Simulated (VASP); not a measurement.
# N (R3) in VASP: notebook

The runs below take N through electric field gradients, with PBEsol.

Everything below comes from runs of VASP 6.6.1. Logs are shortened: lines on timing, memory, paths and dates and some standing lists are left out, and cuts for length are marked.

**1. The cell of the first run**

The structure is trigonal, space group R3 (No. 146). The conventional cell has a = 8.069 Å, b = 8.069 Å, c = 9.589 Å, α = 90.00°, β = 90.00°, γ = 120.00°. Within 4.9 Å of N (site symmetry 3) lie 12 N at 3.75 to 4.30 Å. N (site symmetry 1) has 12 N at 3.73 to 4.30 Å within 4.9 Å.

**2. Electric field gradients, PBEsol (equal xy, yz and zx shear strains of -2 %)**

INCAR reads:

```
ALGO = Normal
EDIFF = 1E-8
ENCUT = 520
GGA = PS
ISIF = 2
ISMEAR = -1
LASPH = T
LCHARG = F
LEFG = T
LREAL = F
LWAVE = F
NBANDS = 18
NELM = 80
PREC = Accurate
SIGMA = 0.02
```

KPOINTS reads:

```
k-points
0
Gamma
  4 4 4
```

POSCAR reads:

```
N
1.0
    5.6490000000     -0.0564900000     -0.0564900000
   -0.0564900000      5.6490000000     -0.0564900000
   -0.0564900000     -0.0564900000      5.6490000000
N
4
Direct
    0.0300000000      0.0300000000      0.0300000000
    0.4700000000      0.9700000000      0.5300000000
    0.5300000000      0.4700000000      0.9700000000
    0.9700000000      0.5300000000      0.4700000000
```

Potentials or basis: VASP PAW PBE potentials, release 64 (N).

Launch:

```console
$ cat potpaw_PBE.64/N/POTCAR > POTCAR
$ mpirun -np 1 vasp_std > vasp.out
```

OUTCAR:

```text
EDIFF = 1E-8
   ENCUT = 520
   GGA = PS
   ISIF = 2
   ISMEAR = -1
   LASPH = T
   LREAL = F
   NELM = 80
   PREC = Accurate

 ion  position               nearest neighbor table
   1  0.030  0.030  0.030-
   2  0.470  0.970  0.530-
   3  0.530  0.470  0.970-
   4  0.970  0.530  0.470-

  LATTYP: Found a trigonal (rhomboedric) cell.
 ALAT       =     5.6495648718
 COS(alpha) =    -0.0198960208

  Lattice vectors:

 A1 = (   5.6490000000,  -0.0564900000,  -0.0564900000)
 A2 = (  -0.0564900000,   5.6490000000,  -0.0564900000)
 A3 = (  -0.0564900000,  -0.0564900000,   5.6490000000)

Analysis of symmetry for initial positions (statically):
=====================================================================
 Subroutine PRICEL returns:
 Original cell was already a primitive cell.

 Routine SETGRP: Setting up the symmetry group for a
 trigonal (rhombohedral) supercell.

 Subroutine GETGRP returns: Found  3 space group operations
 (whereof  3 operations were pure point group operations)
 out of a pool of 12 trial point group operations.

The static configuration has the point symmetry C_3 .

Analysis of symmetry for dynamics (positions and initial velocities):
=====================================================================
 Subroutine PRICEL returns:
 Original cell was already a primitive cell.

 Routine SETGRP: Setting up the symmetry group for a
 trigonal (rhombohedral) supercell.

 Subroutine GETGRP returns: Found  3 space group operations
 (whereof  3 operations were pure point group operations)
 out of a pool of 12 trial point group operations.

The dynamic configuration has the point symmetry C_3 .

 Subroutine INISYM returns: Found  3 space group operations
 (whereof  3 operations are pure point group operations),
 and found     1 'primitive' translations

----------------------------------------------------------------------------------------

                                     Primitive cell

  volume of cell :     180.2119

  direct lattice vectors                    reciprocal lattice vectors
     5.649000000 -0.056490000 -0.056490000     0.177058251  0.001788467  0.001788467
    -0.056490000  5.649000000 -0.056490000     0.001788467  0.177058251  0.001788467
    -0.056490000 -0.056490000  5.649000000     0.001788467  0.001788467  0.177058251

  length of vectors
     5.649564872  5.649564872  5.649564872     0.177076316  0.177076316  0.177076316

  position of ions in fractional coordinates (direct lattice)
     0.030000000  0.030000000  0.030000000
     0.470000000  0.970000000  0.530000000
     0.530000000  0.470000000  0.970000000
     0.970000000  0.530000000  0.470000000

  ion indices of the primitive-cell ions
   primitive index   ion index
                 1           1
                 2           2
                 3           3
                 4           4

----------------------------------------------------------------------------------------

 KPOINTS: k-points

Automatic generation of k-mesh.
 Grid dimensions read from file:
 generate k-points for:    4    4    4

 Generating k-lattice:

  Cartesian coordinates                     Fractional coordinates (reciprocal lattice)
     0.044264563  0.000447117  0.000447117     0.250000000  0.000000000  0.000000000
     0.000447117  0.044264563  0.000447117     0.000000000  0.250000000  0.000000000
     0.000447117  0.000447117  0.044264563     0.000000000  0.000000000  0.250000000

  Length of vectors
[... 25 lines left out ...]
  0.500000  0.500000  0.500000      1.000000
   k-points           NKPTS =     14   k-points in BZ     NKDIM =     14   number of bands    NBANDS=     18
   number of dos      NEDOS =    301   number of ions     NIONS =      4
   total plane-waves  NPLWV =  74088
   dimension x,y,z NGX =    42 NGY =   42 NGZ =   42
   dimension x,y,z NGXF=    84 NGYF=   84 NGZF=   84
   ions per type =               4
   NGX,Y,Z   is equivalent  to a cutoff of  12.36, 12.36, 12.36 a.u.
   NGXF,Y,Z  is equivalent  to a cutoff of  24.72, 24.72, 24.72 a.u.
 SYSTEM =  unknown system
   PREC   = accura    normal or accurate (medium, high low for compatibility)
   ISTART =      0    job   : 0-new  1-cont  2-samecut
   ICHARG =      2    charge: 1-file 2-atom 10-const
   ISPIN  =      1    spin polarized calculation?
   LNONCOLLINEAR =      F non collinear calculations
   LSORBIT =      F    spin-orbit coupling
   LASPH  =      T    aspherical Exc in radial PAW
   ENCUT  =  520.0 eV  38.22 Ry    6.18 a.u.  10.50 10.50 10.50*2*pi/ulx,y,z
   NELM   =     80;   NELMIN=  2; NELMDL= -5     # of ELM steps
   EDIFF  = 0.1E-07   stopping-criterion for ELM
   LREAL  =      F    real-space projection
   EDIFFG = 0.1E-06   stopping-criterion for IOM
   NSW    =      0    number of steps for IOM
   IBRION =     -1    ionic relax: 0-MD 1-quasi-New 2-CG
   NFREE  =      0    steps in history (QN), initial steepest desc. (CG)
   ISIF   =      2    stress and relaxation
   ISYM   =      2    0-nonsym 1-usesym 2-fastsym
   POTIM  = 0.5000    time-step for ionic-motion
   TEBEG  =    0.0;   TEEND  =   0.0 temperature during run
   PSTRESS=    0.0 pullay stress
   NELECT =      20.0000    total number of electrons
   NUPDOWN=      -1.0000    fix difference up-down
   EMIN   =  10.00;   EMAX   =-10.00  energy-range for DOS
   EFERMI =   0.00;   METHOD = LEGACY
   ISMEAR =    -1;   SIGMA  =   0.02  broadening in eV -4-tet -1-fermi 0-gaus
   EFERMI_NEDOS =   21; number of points for ismear=-14 and -15
   IALGO  =     38    algorithm
   IMIX   =      4    mixing-type and parameters
     AMIX     =   0.40;   BMIX     =  1.00
     AMIX_MAG =   1.60;   BMIX_MAG =  1.00
  volume/ion in A,a.u.               =      45.05       304.03
  Fermi-wavevector in a.u.,A,eV,Ry     =   0.786726  1.486697  8.421166  0.618938
  Thomas-Fermi vector in A             =   1.891323
   LORBIT       =      0    0 simple, 1 ext, 2 COOP (PROOUT), +10 PAW based schemes
   GGA     = PS    functional components
   LHFCALC =     F    Hartree Fock is set to
   AEXX    =    0.0000 exact exchange contribution
   IVDW    =     0    specifies the selected vdW correction
   LEPSILON=     F    determine dielectric tensor
   LRPA    =     F    only Hartree local field effects (RPA)
 non-spin polarized calculation
  energy-cutoff  :      520.00
  volume of cell :      180.21
 maximum number of plane-waves:      4868
   NGX = 21   NGY = 21   NGZ = 21

 number of electron      20.0000001 magnetization

 Free energy of the ion-electron system (eV)
  ---------------------------------------------------
  ext. energy  EPLUGINS =         0.00000000
  ---------------------------------------------------
  free energy    TOTEN  =        -2.56573095 eV

  energy without entropy =       -2.52720783  energy(sigma->0) =       -2.54646939

 E-fermi :  -5.4525     XC(G=0):  -5.0979

 val. band max:       -5.4575972689   @ k =   0.5000   0.5000   0.0000
 cond. band min:      -5.4514900685   @ k =   0.2500   0.2500   0.0000
 fundamental gap:      0.0061072003
 Fermi energy:        -5.4524642688

 k-point     1 :       0.0000    0.0000    0.0000
  band No.  band energies     occupation
      1     -17.1169      2.00000
      2     -16.9178      2.00000
      3     -16.9163      2.00000
      4     -16.9163      2.00000
      5      -5.9260      2.00000
      6      -5.9260      2.00000
[... 271 lines left out ...]
      5      -6.0183      2.00000
      6      -6.0098      2.00000
[... 10 lines left out ...]
     17       4.1893      0.00000
     18       4.1894      0.00000

------------------------ aborting loop because EDIFF is reached ----------------------------------------

  FORCE on cell =-STRESS in cart. coord.  units (eV):
  Direction    XX          YY          ZZ          XY          YZ          ZX
  --------------------------------------------------------------------------------------
  -------------------------------------------------------------------------------------
  Total       -4.6705828     -4.6705828     -4.6705828     -0.1940254     -0.1940254     -0.1940254
  in kB      -41.5238972    -41.5238972    -41.5238972     -1.7249861     -1.7249861     -1.7249861
  external PRESSURE =     -41.5238972 kB  Pullay stress =       0.0000000 kB

 VOLUME and BASIS-vectors are now :
 -----------------------------------------------------------------------------
  energy-cutoff  :      520.00
  volume of cell :      180.21
      direct lattice vectors                 reciprocal lattice vectors
     5.649000000 -0.056490000 -0.056490000     0.177058251  0.001788467  0.001788467
    -0.056490000  5.649000000 -0.056490000     0.001788467  0.177058251  0.001788467
    -0.056490000 -0.056490000  5.649000000     0.001788467  0.001788467  0.177058251

 POSITION                                       TOTAL-FORCE (eV/Angst)
 -----------------------------------------------------------------------------------
      0.16608      0.16608      0.16608         0.248212      0.248212      0.248212
      2.57029      5.42304      2.91262        -0.256215     -0.196800      0.204803
      2.91262      2.57029      5.42304         0.204803     -0.256215     -0.196800
      5.42304      2.91262      2.57029        -0.196800      0.204803     -0.256215
 -----------------------------------------------------------------------------------
    total drift:                               -0.000000     -0.000000     -0.000000

  FREE ENERGIE OF THE ION-ELECTRON SYSTEM (eV)
  ---------------------------------------------------
  free  energy   TOTEN  =        -2.5657309457 eV

  energy  without entropy=       -2.5272078320  energy(sigma->0) =       -2.54646939

 Electric field gradients (V/A^2)
---------------------------------------------------------------------
 ion       V_xx      V_yy      V_zz      V_xy      V_xz      V_yz
---------------------------------------------------------------------
   1      -0.000     0.000     0.000    -2.530    -2.530    -2.530
   2       0.716    -0.953     0.237    -1.543     3.677     4.473
   3       0.237     0.716    -0.953     3.677     4.473    -1.543
   4      -0.953     0.237     0.716     4.473    -1.543     3.677
---------------------------------------------------------------------

 Electric field gradients after diagonalization (V/A^2)
 (convention: |V_zz| > |V_xx| > |V_yy|)
----------------------------------------------------------------------
 ion       V_xx      V_yy      V_zz     asymmetry (V_yy - V_xx)/ V_zz
----------------------------------------------------------------------
   1       2.530     2.530    -5.061       0.000
   2       5.132     1.544    -6.676       0.537
   3       5.132     1.544    -6.676       0.537
   4       5.132     1.544    -6.676       0.537
----------------------------------------------------------------------

           NMR quadrupolar parameters

 Cq : quadrupolar parameter    Cq=e*Q*V_zz/h
 eta: asymmetry parameters     (V_yy - V_xx)/ V_zz
 Q  : nuclear electric quadrupole moment in mb (millibarn)
----------------------------------------------------------------------
 ion       Cq(MHz)       eta       Q (mb)
----------------------------------------------------------------------
   1      -0.012       0.000       1.000
   2      -0.016       0.537       1.000
   3      -0.016       0.537       1.000
   4      -0.016       0.537       1.000
----------------------------------------------------------------------
```

Wall time 86 s (1 thread of AMD EPYC 7R13, shared host); peak memory 0.22 GiB.

What came out:

```yaml
Free_energy: -2.5657 eV
Pressure: -4.2 GPa
Largest_force: 0.430 eV/Å
Band_gap_on_the_k_mesh: zero (band 10 reaches -5.31 eV, above the bottom of band 11 at -5.46 eV)
```

Forces on the atoms (eV/Å):
```
N    0.248  0.248  0.248
N   -0.256 -0.197  0.205
N    0.205 -0.256 -0.197
N   -0.197  0.205 -0.256
```

Electric field gradients, principal values (V/Å²):
| atom | least | middle | greatest (by size) |
| --- | --- | --- | --- |
| 1 N | 2.530 | 2.530 | -5.061 |
| 2 N | 1.544 | 5.132 | -6.676 |
| 3 N | 1.544 | 5.132 | -6.676 |
| 4 N | 1.544 | 5.132 | -6.676 |

Caveat: the cell differs from its parent crystal (equal xy, yz and zx shear strains of -2 %); without QUAD_EFG the Cq values of the log hold for a quadrupole moment of 1 mb, not for the nuclei; the PAW data sets were made with another functional, which shifts forces and pressure a little.

**3. Electric field gradients, PBEsol (equal xy, yz and zx shear strains of +2 %)**

INCAR reads:

```
PREC = Accurate
ENCUT = 520
EDIFF = 1E-8
ISMEAR = -1
SIGMA = 0.02
LREAL = F
LASPH = T
NELM = 80
ALGO = Normal
ISIF = 2
LWAVE = F
LCHARG = F
GGA = PS
LEFG = T
NBANDS = 18
```

KPOINTS reads:

```
Automatic mesh
0
Gamma
  4 4 4
```

POSCAR reads:

```
N
1.0
    5.6490000000      0.0564900000      0.0564900000
    0.0564900000      5.6490000000      0.0564900000
    0.0564900000      0.0564900000      5.6490000000
N
4
Direct
    0.0300000000      0.0300000000      0.0300000000
    0.4700000000      0.9700000000      0.5300000000
    0.5300000000      0.4700000000      0.9700000000
    0.9700000000      0.5300000000      0.4700000000
```

Potentials or basis: VASP PAW PBE potentials, release 64 (N).

Launch:

```console
$ cat potpaw_PBE.64/N/POTCAR > POTCAR
$ mpirun -np 1 vasp_std > vasp.out
```

OUTCAR:

```text
PREC = Accurate
   ENCUT = 520
   EDIFF = 1E-8
   ISMEAR = -1
   LREAL = F
   LASPH = T
   NELM = 80
   ISIF = 2
   GGA = PS

 ion  position               nearest neighbor table
   1  0.030  0.030  0.030-
   2  0.470  0.970  0.530-
   3  0.530  0.470  0.970-
   4  0.970  0.530  0.470-

  LATTYP: Found a trigonal (rhomboedric) cell.
 ALAT       =     5.6495648718
 COS(alpha) =     0.0200959808

  Lattice vectors:

 A1 = (   5.6490000000,   0.0564900000,   0.0564900000)
[... 503 lines left out ...]

 Electric field gradients (V/A^2)
---------------------------------------------------------------------
 ion       V_xx      V_yy      V_zz      V_xy      V_xz      V_yz
---------------------------------------------------------------------
   1      -0.000     0.000     0.000    -3.510    -3.510    -3.510
   2      -0.595     0.941    -0.346    -4.679     2.512     1.501
   3      -0.346    -0.595     0.941     2.512     1.501    -4.679
   4       0.941    -0.346    -0.595     1.501    -4.679     2.512
---------------------------------------------------------------------

 Electric field gradients after diagonalization (V/A^2)
 (convention: |V_zz| > |V_xx| > |V_yy|)
----------------------------------------------------------------------
 ion       V_xx      V_yy      V_zz     asymmetry (V_yy - V_xx)/ V_zz
----------------------------------------------------------------------
   1       3.510     3.510    -7.020       0.000
   2       4.967     1.071    -6.038       0.645
   3       4.967     1.071    -6.038       0.645
   4       4.967     1.071    -6.038       0.645
----------------------------------------------------------------------

           NMR quadrupolar parameters

 Cq : quadrupolar parameter    Cq=e*Q*V_zz/h
 eta: asymmetry parameters     (V_yy - V_xx)/ V_zz
 Q  : nuclear electric quadrupole moment in mb (millibarn)
----------------------------------------------------------------------
 ion       Cq(MHz)       eta       Q (mb)
----------------------------------------------------------------------
   1      -0.017       0.000       1.000
   2      -0.015       0.645       1.000
   3      -0.015       0.645       1.000
   4      -0.015       0.645       1.000
----------------------------------------------------------------------
```

stdout:

```text
POSCAR found type information on POSCAR N
 POSCAR found :  1 types and       4 ions
 scaLAPACK will be used
 -----------------------------------------------------------------------------
|                                                                             |
|                                                                             |
|     You enforced a specific xc type in the INCAR file but a different       |
|     I HOPE YOU KNOW WHAT YOU ARE DOING!                                     |
|                                                                             |
 -----------------------------------------------------------------------------

 LDA part: xc-table for (Slater+PW92), standard interpolation
 POSCAR, INCAR and KPOINTS ok, starting setup
 FFT: planning ... GRIDC
 FFT: planning ... GRID_SOFT
 FFT: planning ... GRID
 WAVECAR not read
 entering main loop
ion   1

ion   2
     0.0000281     2.0298636    -0.6565572     0.1317523    -1.0986780     0.3359256
     0.0000381     2.0298635    -0.6565572     0.1317523    -1.0986780     0.3359256
     0.0000517     2.0298635    -0.6565572     0.1317523    -1.0986780     0.3359256
     0.0000701     2.0298635    -0.6565572     0.1317523    -1.0986780     0.3359255
[... 23 lines left out ...]
     0.0000281    -1.3999017    -2.3419054     0.4804596     4.3706039    -0.5993430
     0.0000381    -1.3999016    -2.3419052     0.4804595     4.3706035    -0.5993430
     0.0000517    -1.3999013    -2.3419048     0.4804594     4.3706028    -0.5993429
     0.0000701    -1.3999009    -2.3419042     0.4804593     4.3706016    -0.5993427
```

Wall time 81 s (1 thread of AMD EPYC 7R13, shared host); peak memory 0.22 GiB.

What came out:

```yaml
Free_energy: -2.5655 eV
Pressure: -4.2 GPa
Largest_force: 0.407 eV/Å
Band_gap_on_the_k_mesh: zero (band 10 reaches -5.30 eV, above the bottom of band 11 at -5.46 eV)
```

Forces on the atoms (eV/Å):
```
N    0.205  0.205  0.205
N   -0.199 -0.254  0.248
N    0.248 -0.199 -0.254
N   -0.254  0.248 -0.199
```

Stress tensor (GPa, compression positive):
```
-4.15  0.17  0.17
 0.17 -4.15  0.17
 0.17  0.17 -4.15
```

Electric field gradients, principal values (V/Å²):
| atom | least | middle | greatest (by size) |
| --- | --- | --- | --- |
| 1 N | 3.510 | 3.510 | -7.020 |
| 2 N | 1.071 | 4.967 | -6.038 |
| 3 N | 1.071 | 4.967 | -6.038 |
| 4 N | 1.071 | 4.967 | -6.038 |

Caveat: the cell differs from its parent crystal (equal xy, yz and zx shear strains of +2 %); without QUAD_EFG the Cq values of the log hold for a quadrupole moment of 1 mb, not for the nuclei; the PAW data sets were made with another functional, which shifts forces and pressure a little.
